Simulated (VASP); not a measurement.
# TiB (I-4m2) in VASP: a series of runs

Runs on TiB. Level: r2SCAN. Tasks: single point.

All numbers are computed with VASP 6.6.1; they aren't measurements. Logs are shortened: lines on timing, memory, paths and dates and some standing lists are left out, and cuts for length are marked.

## (1) The cell of the first run

It takes space group I-4m2 (No. 119, tetragonal). Conventional cell: a = 2.796 Å, b = 2.796 Å, c = 4.745 Å, α = 90.00°, β = 90.00°, γ = 90.00°. Within 2.4 Å of Ti (site symmetry -4m2) lie 4 B at 1.83 Å. Within 2.4 Å of B (site symmetry -4m2) lie 4 Ti at 1.83 Å.

## (2) Single point, r2SCAN

POSCAR

```
TiB
1.0
    0.0000000000      1.9771166967      2.3725400360
    1.9771166967      0.0000000000      2.3725400360
    1.9771166967      1.9771166967      0.0000000000
Ti B
1 1
Direct
    0.7500000000      0.7500000000      0.7500000000
    0.0000000000      0.0000000000      0.0000000000
```

INCAR.step1

```
  ALGO = Normal
  EDIFF = 1E-4
  ENCUT = 520
  GGA = PE
  ISMEAR = 0
  LASPH = True
  LCHARG = False
  LREAL = False
  LWAVE = True
  NBANDS = 14
  NELM = 80
  PREC = Accurate
  SIGMA = 0.15
```

INCAR.step2

```
  ALGO = Normal
  EDIFF = 1E-6
  ENCUT = 520
  ISIF = 2
  ISMEAR = 0
  ISTART = 1
  LASPH = True
  LCHARG = False
  LMIXTAU = True
  LREAL = False
  LWAVE = False
  METAGGA = R2SCAN
  NBANDS = 14
  NELM = 80
  PREC = Accurate
  SIGMA = 0.15
```

KPOINTS

```
k-points
0
Gamma
  22 22 22
```

Potentials or basis: VASP PAW PBE potentials, release 64 (Ti_sv, B).

Started as:

```
$ cat potpaw_PBE.64/Ti_sv/POTCAR potpaw_PBE.64/B/POTCAR > POTCAR
$ cp INCAR.step1 INCAR
$ mpirun -np 1 vasp_std > vasp.out
$ cp INCAR.step2 INCAR
$ mpirun -np 1 vasp_std > vasp.out
```

OUTCAR:

```text
EDIFF = 1E-6
   ENCUT = 520
   ISIF = 2
   ISMEAR = 0
   ISTART = 1
   LASPH = True
   LREAL = False
   METAGGA = R2SCAN
   NELM = 80
   PREC = Accurate

 ion  position               nearest neighbor table
   1  0.750  0.750  0.750-   2 1.83   2 1.83   2 1.83   2 1.83
   2  0.000  0.000  0.000-   1 1.83   1 1.83   1 1.83   1 1.83

  LATTYP: Found a body centered tetragonal cell.
 ALAT       =     2.7960652469
 C/A-ratio  =     1.6970562748

  Lattice vectors:

 A1 = (  -1.9771166967,   0.0000000000,   2.3725400360)
 A2 = (   1.9771166967,   0.0000000000,   2.3725400360)
 A3 = (   0.0000000000,   1.9771166967,  -2.3725400360)

Analysis of symmetry for initial positions (statically):
=====================================================================
 Subroutine PRICEL returns:
 Original cell was already a primitive cell.

 Routine SETGRP: Setting up the symmetry group for a
 body centered tetragonal supercell.

 Subroutine GETGRP returns: Found  8 space group operations
 (whereof  8 operations were pure point group operations)
 out of a pool of 16 trial point group operations.

The static configuration has the point symmetry D_2d.

Analysis of symmetry for dynamics (positions and initial velocities):
=====================================================================
 Subroutine PRICEL returns:
 Original cell was already a primitive cell.

 Routine SETGRP: Setting up the symmetry group for a
 body centered tetragonal supercell.

 Subroutine GETGRP returns: Found  8 space group operations
 (whereof  8 operations were pure point group operations)
 out of a pool of 16 trial point group operations.

The dynamic configuration has the point symmetry D_2d.

 Subroutine INISYM returns: Found  8 space group operations
 (whereof  8 operations are pure point group operations),
 and found     1 'primitive' translations

----------------------------------------------------------------------------------------

                                     Primitive cell

  volume of cell :      18.5485

  direct lattice vectors                    reciprocal lattice vectors
     0.000000000  1.977116697  2.372540036    -0.252893520  0.252893520  0.210744600
     1.977116697  0.000000000  2.372540036     0.252893520 -0.252893520  0.210744600
     1.977116697  1.977116697  0.000000000     0.252893520  0.252893520 -0.210744600

  length of vectors
     3.088355008  3.088355008  2.796065247     0.415118719  0.415118719  0.415118719

  position of ions in fractional coordinates (direct lattice)
     0.750000000  0.750000000  0.750000000
     0.000000000  0.000000000  0.000000000

  ion indices of the primitive-cell ions
   primitive index   ion index
                 1           1
                 2           2

----------------------------------------------------------------------------------------

 KPOINTS: k-points

Automatic generation of k-mesh.
 Grid dimensions read from file:
 generate k-points for:   22   22   22

 Generating k-lattice:

  Cartesian coordinates                     Fractional coordinates (reciprocal lattice)
    -0.011495160  0.011495160  0.009579300     0.045454545  0.000000000  0.000000000
     0.011495160 -0.011495160  0.009579300     0.000000000  0.045454545  0.000000000
     0.011495160  0.011495160 -0.009579300    -0.000000000 -0.000000000  0.045454545

  Length of vectors
     0.018869033  0.018869033  0.018869033

  Shift w.r.t. Gamma in fractional coordinates (k-lattice)
     0.000000000  0.000000000  0.000000000

 Subroutine IBZKPT returns following result:
 ===========================================

 Found    834 irreducible k-points:

 Following reciprocal coordinates:
            Coordinates               Weight
  0.000000  0.000000  0.000000      1.000000
  0.045455 -0.000000  0.000000      8.000000
  0.090909 -0.000000  0.000000      8.000000
  0.136364 -0.000000  0.000000      8.000000
  0.181818  0.000000  0.000000      8.000000
  0.227273 -0.000000  0.000000      8.000000
[... 16 lines left out ...]
  0.500000  0.045455  0.000000      8.000000
 -0.454545  0.045455  0.000000      8.000000
 [... further k-points ...]
   k-points           NKPTS =    834   k-points in BZ     NKDIM =    834   number of bands    NBANDS=     14
   number of dos      NEDOS =    301   number of ions     NIONS =      2
   total plane-waves  NPLWV =  13824
   dimension x,y,z NGX =    24 NGY =   24 NGZ =   24
   dimension x,y,z NGXF=    48 NGYF=   48 NGZF=   48
   ions per type =               1   1
   NGX,Y,Z   is equivalent  to a cutoff of  12.92, 12.92, 14.27 a.u.
   NGXF,Y,Z  is equivalent  to a cutoff of  25.84, 25.84, 28.54 a.u.
 SYSTEM =  unknown system
   PREC   = accura    normal or accurate (medium, high low for compatibility)
   ISTART =      1    job   : 0-new  1-cont  2-samecut
   ICHARG =      0    charge: 1-file 2-atom 10-const
   ISPIN  =      1    spin polarized calculation?
   LNONCOLLINEAR =      F non collinear calculations
[... 64 lines left out ...]
     10      14.0892      0.00000
     11      20.1576      0.00000
     12      22.6550      0.00000
     13      23.3338      0.00000
     14      23.3338      0.00000

 k-point     2 :       0.0455   -0.0000    0.0000
  band No.  band energies     occupation
      1     -47.7051      2.00000
      2     -22.9570      2.00000
      3     -22.6800      2.00000
      4     -22.6641      2.00000
      5      -0.2264      2.00000
      6       7.0475      2.00000
      7       7.8428      2.00000
      8       7.9059      2.00000
      9      11.6150      0.00000
     10      14.0467      0.00000
     11      20.2064      0.00000
     12      22.7278      0.00000
     13      23.1989      0.00000
     14      23.3081      0.00000

 k-point     3 :       0.0909   -0.0000    0.0000
  band No.  band energies     occupation
      1     -47.6973      2.00000
      2     -22.9749      2.00000
      3     -22.7269      2.00000
      4     -22.6661      2.00000
      5      -0.0460      2.00000
      6       7.0648      2.00000
      7       7.7666      2.00000
      8       8.0005      2.00000
      9      11.6200      0.00000
     10      13.9285      0.00000
     11      20.3146      0.00000
     12      22.6266      0.00000
     13      23.1614      0.00000
     14      23.2233      0.00000

 k-point     4 :       0.1364   -0.0000    0.0000
  band No.  band energies     occupation
      1     -47.6849      2.00000
      2     -23.0082      2.00000
      3     -22.7949      2.00000
      4     -22.6693      2.00000
      5       0.2445      2.00000
      6       7.0408      2.00000
      7       7.6960      2.00000
      8       8.1492      2.00000
      9      11.6629      0.00000
     10      13.7603      0.00000
     11      20.3547      0.00000
     12      22.1094      0.00000
     13      23.0614      0.00000
     14      23.5890      0.00000

 k-point     5 :       0.1818    0.0000    0.0000
  band No.  band energies     occupation
      1     -47.6690      2.00000
      2     -23.0644      2.00000
      3     -22.8676      2.00000
      4     -22.6733      2.00000
      5       0.6295      2.00000
      6       6.9265      2.00000
      7       7.6852      2.00000
      8       8.3383      2.00000
      9      11.7779      0.00000
     10      13.5774      0.00000
     11      20.0850      0.00000
[... 276 lines left out ...]
 k-point    22 :       0.4545    0.0455    0.0000
  band No.  band energies     occupation
      1     -47.5805      2.00000
      2     -23.5552      2.00000
      3     -23.0640      2.00000
      4     -22.7014      2.00000
      5       3.0410      2.00000
      6       6.5117      2.00000
      7       7.6128      2.00000
      8       9.2321      1.99986
      9      13.4187      0.00000
     10      13.6303      0.00000
     11      15.9957      0.00000
     12      19.4250      0.00000
     13      20.2069      0.00000
     14      23.5729      0.00000

 k-point    23 :       0.5000    0.0455    0.0000
  band No.  band energies     occupation
      1     -47.5746      2.00000
      2     -23.5885      2.00000
      3     -23.0741      2.00000
      4     -22.6998      2.00000
      5       3.1822      2.00000
      6       6.5433      2.00000
      7       7.5491      2.00000
      8       9.2502      1.99972
      9      13.5740      0.00000
     10      13.6191      0.00000
     11      16.0677      0.00000
     12      19.0182      0.00000
     13      20.1214      0.00000
     14      23.3709      0.00000

 k-point    24 :      -0.4545    0.0455    0.0000
  band No.  band energies     occupation
      1     -47.5740      2.00000
      2     -23.5904      2.00000
      3     -23.0757      2.00000
      4     -22.6967      2.00000
      5       3.1845      2.00000
      6       6.4831      2.00000
      7       7.5519      2.00000
      8       9.2398      1.99981
      9      13.5241      0.00000
     10      13.6578      0.00000
     11      16.2648      0.00000
     12      18.9067      0.00000
     13      20.2543      0.00000
     14      23.2884      0.00000

 [... further k-points ...]

------------------------ aborting loop because EDIFF is reached ----------------------------------------

  FORCE on cell =-STRESS in cart. coord.  units (eV):
  Direction    XX          YY          ZZ          XY          YZ          ZX
  --------------------------------------------------------------------------------------
  -------------------------------------------------------------------------------------
  Total       12.7083160     12.7083160     15.4659817      0.0000000      0.0000000     -0.0000000
  in kB     1097.7171100   1097.7171100   1335.9183668      0.0000000      0.0000000     -0.0000000
  external PRESSURE =    1177.1175289 kB  Pullay stress =       0.0000000 kB

 VOLUME and BASIS-vectors are now :
 -----------------------------------------------------------------------------
  energy-cutoff  :      520.00
  volume of cell :       18.55
      direct lattice vectors                 reciprocal lattice vectors
     0.000000000  1.977116697  2.372540036    -0.252893520  0.252893520  0.210744600
     1.977116697  0.000000000  2.372540036     0.252893520 -0.252893520  0.210744600
     1.977116697  1.977116697  0.000000000     0.252893520  0.252893520 -0.210744600

 POSITION                                       TOTAL-FORCE (eV/Angst)
 -----------------------------------------------------------------------------------
      2.96568      2.96568      3.55881         0.000000      0.000000      0.000000
      0.00000      0.00000      0.00000        -0.000000     -0.000000     -0.000000
 -----------------------------------------------------------------------------------
    total drift:                                0.000001      0.000001     -0.000001

  FREE ENERGIE OF THE ION-ELECTRON SYSTEM (eV)
  ---------------------------------------------------
  free  energy   TOTEN  =       -15.9910722563 eV

  energy  without entropy=      -15.9806002068  energy(sigma->0) =      -15.98583623
```

It took 7.3 min on 1 thread of Intel Xeon Platinum 8488C (Sapphire Rapids), shared host; peak memory 0.34 GiB.

What came out:

```
Free energy            : -15.9911 eV
Pressure               : 117.7 GPa
Band gap on the k mesh : zero (an odd number of electrons rules out a gap without spin polarisation)
```

Levels at points of the mesh, in eV from the Fermi level:
```
           k point  band 5  band 6  band 7  band 8  band 9  band 10  band 11  band 12
(0.00, 0.00, 0.00)   -9.92   -2.60   -1.76   -1.76    1.98     4.45    10.52    13.02
(0.50, 0.00, 0.00)   -6.48   -3.11   -2.07   -0.42    3.94     3.97     6.63     9.33
(0.50, 0.50, 0.00)   -5.22   -4.97   -0.47    2.38    2.38     5.21     6.15     6.23
(0.50, 0.00, 0.50)   -5.12   -4.99    0.52    1.51    1.87     4.02     5.84     7.11
```

Caveat: the stress differs along the axes, from 110 to 134 GPa; the PAW data sets were made with another functional, which shifts forces and pressure a little; an odd number of electrons without spin polarisation forces a metal; a magnetic or distorted state may lie lower.

## (3) Single point, r2SCAN

This run uses another cell than the first one, of the same volume but with other edges.

POSCAR

```
TiB
1.0
    0.0000000000      2.2824145025      1.7802833120
    2.2824145025      0.0000000000      1.7802833120
    2.2824145025      2.2824145025      0.0000000000
Ti B
1 1
Direct
    0.7500000000      0.7500000000      0.7500000000
    0.0000000000      0.0000000000      0.0000000000
```

INCAR.step1

```
PREC = Accurate
ENCUT = 520
ISMEAR = 0
SIGMA = 0.15
LREAL = F
LASPH = T
NELM = 60
NBANDS = 14
GGA = PE
ALGO = Normal
EDIFF = 1E-4
LWAVE = T
LCHARG = F
```

INCAR.step2

```
PREC = Accurate
ENCUT = 520
EDIFF = 1E-6
ISMEAR = 0
SIGMA = 0.15
LREAL = F
LASPH = T
NELM = 60
ALGO = Normal
ISIF = 2
LWAVE = F
LCHARG = T
METAGGA = R2SCAN
LMIXTAU = T
LELF = T
LVHAR = T
NBANDS = 14
ISTART = 1
```

KPOINTS

```
Automatic mesh
0
Gamma
  22 22 22
```

Potentials or basis: VASP PAW PBE potentials, release 64 (Ti_sv, B).

Started as:

```
$ cat potpaw_PBE.64/Ti_sv/POTCAR potpaw_PBE.64/B/POTCAR > POTCAR
$ cp INCAR.step1 INCAR
$ mpirun -np 1 vasp_std > vasp.out
$ cp INCAR.step2 INCAR
$ mpirun -np 1 vasp_std > vasp.out
```

Run time: 7.8 min. Hardware: 1 thread of Intel Xeon Platinum 8488C (Sapphire Rapids), shared host; peak memory 0.33 GiB.

The run converged. Its results:

```yaml
Free_energy: -16.4462 eV
Pressure: 113.5 GPa
Band_gap_on_the_k_mesh: zero (an odd number of electrons rules out a gap without spin polarisation)
```

Stress tensor (GPa, compression positive):
```
135.57   0.00   0.00
  0.00 135.57   0.00
  0.00   0.00  69.36
```

Levels at points of the mesh, in eV from the Fermi level:
| k point | band 4 | band 5 | band 6 | band 7 | band 8 | band 9 | band 10 | band 11 | band 12 | band 13 |
| --- | --- | --- | --- | --- | --- | --- | --- | --- | --- | --- |
| (0.00, 0.00, 0.00) | -32.50 | -10.09 | -2.10 | -2.10 | -1.45 | 1.69 | 3.81 | 11.22 | 11.22 | 13.23 |
| (0.50, 0.00, 0.00) | -32.57 | -6.60 | -3.22 | -2.60 | -0.23 | 3.46 | 4.65 | 6.27 | 9.11 | 9.68 |
| (0.50, 0.50, 0.00) | -33.13 | -5.82 | -4.93 | 0.67 | 0.67 | 3.95 | 4.80 | 5.58 | 5.58 | 8.96 |
| (0.50, 0.00, 0.50) | -32.72 | -5.23 | -4.92 | -0.11 | 0.66 | 2.60 | 3.47 | 5.16 | 7.28 | 8.06 |

Caveat: the stress differs along the axes, from 69 to 136 GPa; the PAW data sets were made with another functional, which shifts forces and pressure a little; an odd number of electrons without spin polarisation forces a metal; a magnetic or distorted state may lie lower.

## (4) Single point, r2SCAN

This run uses another cell than the first one, of the same volume but with other edges.

POSCAR

```
TiB
1.0
    0.0000000000      1.9250629472      2.5025818313
    1.9250629472      0.0000000000      2.5025818313
    1.9250629472      1.9250629472      0.0000000000
Ti B
1 1
Direct
    0.7500000000      0.7500000000      0.7500000000
    0.0000000000      0.0000000000      0.0000000000
```

INCAR.step1

```
PREC = Accurate ; ENCUT = 520
ISMEAR = 0 ; SIGMA = 0.15
LREAL = F ; LASPH = T
NELM = 60 ; NBANDS = 14
GGA = PE ; ALGO = Normal
EDIFF = 1E-4 ; LWAVE = T
LCHARG = F
```

INCAR.step2

```
PREC = Accurate ; ENCUT = 520
EDIFF = 1E-7 ; ISMEAR = 0
SIGMA = 0.15 ; LREAL = F
LASPH = T ; NELM = 60
ALGO = Normal ; ISIF = 2
LWAVE = F ; LCHARG = F
METAGGA = R2SCAN ; LMIXTAU = T
NBANDS = 14 ; ISTART = 1
```

KPOINTS

```
regular mesh
0
Gamma
  22 22 22
```

Started as:

```
$ cat potpaw_PBE.64/Ti_sv/POTCAR potpaw_PBE.64/B/POTCAR > POTCAR
$ cp INCAR.step1 INCAR
$ mpirun -np 1 vasp_std > vasp.out
$ cp INCAR.step2 INCAR
$ mpirun -np 1 vasp_std > vasp.out
```

It took 7.7 min on 1 thread of Intel Xeon Platinum 8488C (Sapphire Rapids), shared host; peak memory 0.33 GiB.

Results (log left out):

| Item | Value |
| --- | --- |
| Free energy | -16.1421 eV |
| Pressure | 114.8 GPa |
| Band gap on the k mesh | zero (an odd number of electrons rules out a gap without spin polarisation) |

Stress tensor (GPa, compression positive):
```
106.28   0.00   0.00
  0.00 106.28   0.00
  0.00   0.00 131.69
```

Levels at points of the mesh, in eV from the Fermi level:
```tsv
k point	band 5	band 6	band 7	band 8	band 9	band 10
(0.00, 0.00, 0.00)	-10.30	-2.83	-1.54	-1.54	1.05	4.64
(0.50, 0.00, 0.00)	-6.84	-3.53	-2.31	-0.05	3.20	3.67
(0.50, 0.50, 0.00)	-5.82	-5.11	-1.02	2.49	2.49	5.04
(0.50, 0.00, 0.50)	-5.33	-5.10	-0.24	0.96	2.02	3.08
```

Caveat: the stress differs along the axes, from 106 to 132 GPa; the PAW data sets were made with another functional, which shifts forces and pressure a little; an odd number of electrons without spin polarisation forces a metal; a magnetic or distorted state may lie lower.

## (5) Summary

```csv
cell,gap on the mesh (eV),pressure (GPa)
"a = 3.088, b = 3.088, c = 2.796 Å, angles 63.1, 63.1, 53.8°, 2 atoms",none,117.7
"a = 2.895, b = 2.895, c = 3.228 Å, angles 56.1, 56.1, 67.8°, 2 atoms",none,113.5
"a = 3.157, b = 3.157, c = 2.722 Å, angles 64.5, 64.5, 51.1°, 2 atoms",none,114.8
```

Alike in all rows: task single point; level r2SCAN; potentials or basis VASP PAW PBE potentials, release 64 (Ti_sv, B); no spin polarisation; k mesh 22 × 22 × 22; cutoff (eV) 520; smearing gaussian 0.15 eV.

Caveats: the PAW data sets were made with another functional, which shifts forces and pressure a little; an odd number of electrons without spin polarisation forces a metal; a magnetic or distorted state may lie lower; the stress differs along the axes, from 110 to 134 GPa (at least some runs); the stress differs along the axes, from 69 to 136 GPa (at least some runs); the stress differs along the axes, from 106 to 132 GPa (at least some runs).

Absolute energies hang on the potentials; compare differences alone.
